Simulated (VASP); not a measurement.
MgO:

```
Mg O
1.0
     0.00000    2.04730    2.04730
     2.04730    0.00000    2.04730
     2.04730    2.04730    0.00000
Mg O
1 1
Direct
  0.00000 0.00000 0.00000
  0.50000 0.50000 0.50000
```

Program: VASP 6.6.1. Alike in all runs: task single point; no spin polarisation; cell as given; k mesh 6 × 6 × 6; cutoff (eV) 520; smearing gaussian 0.01 eV.

**Question.** Order these runs on this cell by their pressure, lowest first.
A. level PBE; potentials or basis VASP PAW PBE potentials, release 64 (Mg, O)
B. level LDA; potentials or basis VASP PAW LDA potentials, release 64 (Mg, O)
C. level PBEsol; potentials or basis VASP PAW PBE potentials, release 64 (Mg, O)

**Answer.** B (7.2 GPa), C (15.9 GPa), A (20.9 GPa).

Caveats: all runs use coarse meshes; the PAW data sets were made with another functional, which shifts forces and pressure a little (some runs).
